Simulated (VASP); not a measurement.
# Mg7ZnS8 (P1) in VASP: single point with PBEsol

Aim: the single point of Mg7ZnS8 with PBEsol.

Program: VASP 6.6.1. These are calculated values, not measurements. Logs are shortened: lines on timing, memory, paths and dates and some standing lists are left out, and cuts for length are marked.

## (1) The cell of the first run

The typed cell holds 16 atoms: a = 7.942 Å, b = 7.942 Å, c = 7.942 Å, α = 60.00°, β = 60.00°, γ = 60.00°.

## (2) Single point, PBEsol, collinear spin

File INCAR:

```
  PREC = Accurate
  ENCUT = 600
  EDIFF = 1E-6
  ISMEAR = 1
  SIGMA = 0.05
  LREAL = False
  LASPH = True
  NELM = 200
  ALGO = Normal
  ISIF = 2
  LWAVE = False
  LCHARG = False
  ISPIN = 2
  MAGMOM = 0.062 0.062 0.062 0.062 0.062 0.062 0.062 0.062 0.062 0.062 0.062 0.062 0.062 0.062 0.062 0.062
  LORBIT = 11
  GGA = PS
  NBANDS = 55
  GGA_COMPAT = False
```

File KPOINTS:

```
Automatic mesh
0
Gamma
  2 2 2
  0.5 0.5 0.5
```

File POSCAR:

```
Mg7ZnS8
1.0
    0.0000000000      5.6161010000      5.6161010000
    5.6161010000      0.0000000000      5.6161010000
    5.6161010000      5.6161010000      0.0000000000
Mg S Zn
7 8 1
Direct
    0.0024800000      0.0064520000      0.0006340000
    0.5020150000      0.5000620000      0.4961880000
    0.9960890000      0.0001650000      0.4993350000
    0.5017840000      0.5002070000      0.0031830000
    0.9989330000      0.4925650000      0.0027480000
    0.4990210000      0.0010440000      0.5035620000
    0.0018880000      0.4956680000      0.4998150000
    0.1275500000      0.1257840000      0.1253460000
    0.6262570000      0.6221410000      0.6268810000
    0.1258130000      0.1233620000      0.6289990000
    0.6256920000      0.6293370000      0.1205210000
    0.1205780000      0.6204360000      0.1272810000
    0.6260860000      0.1297540000      0.6225850000
    0.6221440000      0.1306720000      0.1226250000
    0.1257680000      0.6195640000      0.6255670000
    0.4971530000      0.0043310000      0.0028530000
```

Potentials or basis: VASP PAW PBE potentials, release 64 (Mg, S, Zn).

Launch:

```sh
$ cat potpaw_PBE.64/Mg/POTCAR potpaw_PBE.64/S/POTCAR potpaw_PBE.64/Zn/POTCAR > POTCAR
$ mpirun -np 1 vasp_std > vasp.out
```

OUTCAR:

```text
PREC = Accurate
   ENCUT = 600
   EDIFF = 1E-6
   ISMEAR = 1
   LREAL = False
   LASPH = True
   NELM = 200
   ISIF = 2
   ISPIN = 2
   LORBIT = 11
   GGA = PS

 ion  position               nearest neighbor table
   1  0.002  0.006  0.001-   8 2.39  10 2.41  14 2.47  12 2.51
   2  0.502  0.500  0.496-  13 2.40  11 2.44  15 2.44   9 2.45
   3  0.996  0.000  0.499-  13 2.40   8 2.43  15 2.47  10 2.48
   4  0.502  0.500  0.003-  14 2.40  11 2.40   9 2.44  12 2.47
   5  0.999  0.493  0.003-   8 2.38  11 2.42  12 2.43  15 2.45
   6  0.499  0.001  0.504-  10 2.42  13 2.43   9 2.46  14 2.47
[... 8 lines left out ...]
  15  0.126  0.620  0.626-   7 2.42   2 2.44   5 2.45   3 2.47
  16  0.497  0.004  0.003-   8 2.40  14 2.41  11 2.43  13 2.47

  LATTYP: Found a face centered cubic cell.
 ALAT       =    11.2322020000

  Lattice vectors:

 A1 = (   0.0000000000,   5.6161010000,   5.6161010000)
 A2 = (   5.6161010000,   0.0000000000,   5.6161010000)
 A3 = (   5.6161010000,   5.6161010000,   0.0000000000)

Analysis of symmetry for initial positions (statically):
=====================================================================
 Subroutine PRICEL returns:
 Original cell was already a primitive cell.

 Routine SETGRP: Setting up the symmetry group for a
 face centered cubic supercell.

 Subroutine GETGRP returns: Found  1 space group operations
 (whereof  1 operations were pure point group operations)
 out of a pool of 48 trial point group operations.

The static configuration has the point symmetry C_1 .

Analysis of symmetry for dynamics (positions and initial velocities):
=====================================================================
 Subroutine PRICEL returns:
 Original cell was already a primitive cell.

 Routine SETGRP: Setting up the symmetry group for a
 face centered cubic supercell.

 Subroutine GETGRP returns: Found  1 space group operations
 (whereof  1 operations were pure point group operations)
 out of a pool of 48 trial point group operations.

The dynamic configuration has the point symmetry C_1 .

Analysis of structural, dynamic, and magnetic symmetry:
=====================================================================
 Subroutine PRICEL returns:
 Original cell was already a primitive cell.

 Routine SETGRP: Setting up the symmetry group for a
 face centered cubic supercell.

 Subroutine GETGRP returns: Found  1 space group operations
 (whereof  1 operations were pure point group operations)
 out of a pool of 48 trial point group operations.

The overall configuration has the point symmetry C_1 .

 Subroutine INISYM returns: Found  1 space group operations
 (whereof  1 operations are pure point group operations),
 and found     1 'primitive' translations

----------------------------------------------------------------------------------------

                                     Primitive cell

  volume of cell :     354.2703

  direct lattice vectors                    reciprocal lattice vectors
     0.000000000  5.616101000  5.616101000    -0.089029738  0.089029738  0.089029738
     5.616101000  0.000000000  5.616101000     0.089029738 -0.089029738  0.089029738
     5.616101000  5.616101000  0.000000000     0.089029738  0.089029738 -0.089029738

  length of vectors
     7.942366202  7.942366202  7.942366202     0.154204029  0.154204029  0.154204029

  position of ions in fractional coordinates (direct lattice)
     0.002480000  0.006452000  0.000634000
     0.502015000  0.500062000  0.496188000
     0.996089000  0.000165000  0.499335000
     0.501784000  0.500207000  0.003183000
     0.998933000  0.492565000  0.002748000
     0.499021000  0.001044000  0.503562000
[... 8 lines left out ...]
     0.125768000  0.619564000  0.625567000
     0.497153000  0.004331000  0.002853000

  ion indices of the primitive-cell ions
   primitive index   ion index
                 1           1
                 2           2
                 3           3
                 4           4
                 5           5
                 6           6
[... 8 lines left out ...]
                15          15
                16          16

[... 32 lines left out ...]
 -0.250000  0.250000  0.250000      2.000000
  0.250000 -0.250000  0.250000      2.000000
[... 8 lines left out ...]
  0.000000  0.250000  0.500000      2.000000
  0.500000  0.250000  0.000000      2.000000
   k-points           NKPTS =     16   k-points in BZ     NKDIM =     16   number of bands    NBANDS=     55
   number of dos      NEDOS =    301   number of ions     NIONS =     16
   total plane-waves  NPLWV = 262144
   dimension x,y,z NGX =    64 NGY =   64 NGZ =   64
   dimension x,y,z NGXF=   128 NGYF=  128 NGZF=  128
   ions per type =               7   8   1
   NGX,Y,Z   is equivalent  to a cutoff of  13.40, 13.40, 13.40 a.u.
   NGXF,Y,Z  is equivalent  to a cutoff of  26.79, 26.79, 26.79 a.u.
 SYSTEM =  unknown system
   PREC   = accura    normal or accurate (medium, high low for compatibility)
   ISTART =      0    job   : 0-new  1-cont  2-samecut
   ICHARG =      2    charge: 1-file 2-atom 10-const
   ISPIN  =      2    spin polarized calculation?
   LNONCOLLINEAR =      F non collinear calculations
   LSORBIT =      F    spin-orbit coupling
   LASPH  =      T    aspherical Exc in radial PAW
   ENCUT  =  600.0 eV  44.10 Ry    6.64 a.u.  15.86 15.86 15.86*2*pi/ulx,y,z
   NELM   =    200;   NELMIN=  2; NELMDL= -5     # of ELM steps
   EDIFF  = 0.1E-05   stopping-criterion for ELM
   LREAL  =      F    real-space projection
[... 7 lines left out ...]
   TEBEG  =    0.0;   TEEND  =   0.0 temperature during run
   PSTRESS=    0.0 pullay stress
   NELECT =      74.0000    total number of electrons
   NUPDOWN=      -1.0000    fix difference up-down
   EMIN   =  10.00;   EMAX   =-10.00  energy-range for DOS
   EFERMI =   0.00;   METHOD = LEGACY
   ISMEAR =     1;   SIGMA  =   0.05  broadening in eV -4-tet -1-fermi 0-gaus
   EFERMI_NEDOS =   21; number of points for ismear=-14 and -15
   IALGO  =     38    algorithm
   IMIX   =      4    mixing-type and parameters
     AMIX     =   0.40;   BMIX     =  1.00
     AMIX_MAG =   1.60;   BMIX_MAG =  1.00
  volume/ion in A,a.u.               =      22.14       149.42
  Fermi-wavevector in a.u.,A,eV,Ry     =   0.971346  1.835577 12.837267  0.943513
  Thomas-Fermi vector in A             =   2.101555
   LORBIT       =     11    0 simple, 1 ext, 2 COOP (PROOUT), +10 PAW based schemes
   GGA     = PS    functional components
   LHFCALC =     F    Hartree Fock is set to
   AEXX    =    0.0000 exact exchange contribution
   IVDW    =     0    specifies the selected vdW correction
   LEPSILON=     F    determine dielectric tensor
   LRPA    =     F    only Hartree local field effects (RPA)
 spin polarized calculation
 Methfessel and Paxton  Order N= 1 SIGMA  =   0.05
  energy-cutoff  :      600.00
  volume of cell :      354.27
 maximum number of plane-waves:     11841
   NGX = 31   NGY = 31   NGZ = 31

 number of electron      74.0000006 magnetization      -0.0002951

 number of electron      74.0000006 magnetization       0.0000406

 Free energy of the ion-electron system (eV)
  ---------------------------------------------------
  ext. energy  EPLUGINS =         0.00000000
  ---------------------------------------------------
  free energy    TOTEN  =       -69.72880644 eV

  energy without entropy =      -69.73035862  energy(sigma->0) =      -69.72932383

 E-fermi :   1.1345     XC(G=0):  -8.7517

 val. band max:        1.0997623058   @ k =   0.2500   0.0000   0.0000
 cond. band min:       4.6174360676   @ k =   0.0000   0.0000  -0.2500
 fundamental gap:      3.5176737618
 Fermi energy:         1.1344558907

 spin component 1

 k-point     1 :       0.2500    0.2500    0.2500
  band No.  band energies     occupation
      1     -10.3159      1.00000
      2      -9.8025      1.00000
      3      -9.7156      1.00000
      4      -9.6472      1.00000
      5      -9.5576      1.00000
      6      -9.3632      1.00000
[... 821 lines left out ...]
     48       7.8407      0.00000
     49       7.9079      0.00000
 Fermi energy:         1.1344558907

 spin component 2

 k-point     1 :       0.2500    0.2500    0.2500
  band No.  band energies     occupation
      1     -10.3159      1.00000
      2      -9.8025      1.00000
      3      -9.7156      1.00000
      4      -9.6472      1.00000
      5      -9.5576      1.00000
      6      -9.3632      1.00000
[... 821 lines left out ...]
     48       7.8407      0.00000
     49       7.9079      0.00000
 [bands above 49 left out]

------------------------ aborting loop because EDIFF is reached ----------------------------------------

  FORCE on cell =-STRESS in cart. coord.  units (eV):
  Direction    XX          YY          ZZ          XY          YZ          ZX
  --------------------------------------------------------------------------------------
  -------------------------------------------------------------------------------------
  Total        0.0311115      0.1079283     -0.0339603     -0.0664641      0.0971652      0.3179445
  in kB        0.1407008      0.4881026     -0.1535844     -0.3005819      0.4394268      1.4378952
  external PRESSURE =       0.1584063 kB  Pullay stress =       0.0000000 kB

 VOLUME and BASIS-vectors are now :
 -----------------------------------------------------------------------------
  energy-cutoff  :      600.00
  volume of cell :      354.27
      direct lattice vectors                 reciprocal lattice vectors
     0.000000000  5.616101000  5.616101000    -0.089029738  0.089029738  0.089029738
     5.616101000  0.000000000  5.616101000     0.089029738 -0.089029738  0.089029738
     5.616101000  5.616101000  0.000000000     0.089029738  0.089029738 -0.089029738

 POSITION                                       TOTAL-FORCE (eV/Angst)
 -----------------------------------------------------------------------------------
      0.03980      0.01749      0.05016        -0.347920     -0.031837     -0.516301
      5.59504      5.60601      5.62777         0.312095     -0.057160      0.092865
      2.80524      8.39845      5.59506        -0.010562      0.505970      0.024704
      2.82709      2.83595      5.62728         0.058955     -0.486211     -0.109917
      2.78173      5.62554      8.37640         0.151790     -0.193429      0.468417
      2.83392      5.63061      2.80842        -0.219050      0.001973     -0.079183
[... 8 lines left out ...]
      6.99278      4.21957      4.18586         0.134233     -0.058939      0.152700
      0.04035      2.80808      2.81638        -0.151674      0.046786      0.144956
 -----------------------------------------------------------------------------------
    total drift:                                0.000085      0.000125     -0.000224

  FREE ENERGIE OF THE ION-ELECTRON SYSTEM (eV)
  ---------------------------------------------------
  free  energy   TOTEN  =       -69.7288064405 eV

  energy  without entropy=      -69.7303586208  energy(sigma->0) =      -69.72932383

 total charge

# of ion       s       p       d       tot
------------------------------------------
    1        0.167   0.149   0.039   0.355
    2        0.168   0.152   0.041   0.361
    3        0.166   0.149   0.039   0.354
    4        0.169   0.154   0.041   0.364
    5        0.170   0.156   0.042   0.368
    6        0.166   0.149   0.039   0.354
[... 8 lines left out ...]
   15        1.305   2.487   0.000   3.792
   16        0.492   0.395   9.791  10.678
--------------------------------------------------
tot         12.114  21.278  10.074  43.466

 magnetization (x)

# of ion       s       p       d       tot
------------------------------------------
    1       -0.000  -0.000  -0.000  -0.000
    2        0.000  -0.000   0.000   0.000
    3       -0.000  -0.000  -0.000  -0.000
    4        0.000  -0.000   0.000   0.000
    5       -0.000  -0.000  -0.000  -0.000
    6        0.000  -0.000   0.000   0.000
[... 8 lines left out ...]
   15       -0.000  -0.000   0.000  -0.000
   16        0.000   0.000   0.000   0.000
--------------------------------------------------
tot         -0.000  -0.000   0.000  -0.000
```

It took 18 min on 1 thread of Intel Xeon Platinum 8488C (Sapphire Rapids), shared host; peak memory 1.1 GiB.

Results:

| Item | Value |
| --- | --- |
| Free energy | -69.7288 eV |
| Pressure | 0.0 GPa |
| Largest force | 0.768 eV/Å |
| Band gap on the k mesh | 3.52 eV (least direct gap 3.52 eV) |
| Net moment | 0.00 μB per cell |
| Valence electrons inside the program's atomic spheres | Mg 0.35, 0.36, 0.37 (each value once); S 3.79, 3.80, 3.77, 3.76 (each value once); Zn 10.68 |

Forces on the atoms (eV/Å):
```
Mg  -0.348 -0.032 -0.516
Mg   0.312 -0.057  0.093
Mg  -0.011  0.506  0.025
Mg   0.059 -0.486 -0.110
Mg   0.152 -0.193  0.468
Mg  -0.219  0.002 -0.079
Mg   0.085 -0.081  0.008
S   -0.388  0.525  0.187
S    0.070 -0.122  0.066
S   -0.211 -0.140 -0.132
S    0.496 -0.290  0.331
S    0.104 -0.038  0.391
S    0.324  0.384 -0.581
S   -0.410  0.035 -0.449
S    0.134 -0.059  0.153
Zn  -0.152  0.047  0.145
```

Caveat: the PAW data sets were made with another functional, which shifts forces and pressure a little; a shifted mesh leaves out Γ, where band edges can lie. A k mesh can miss the band edges.
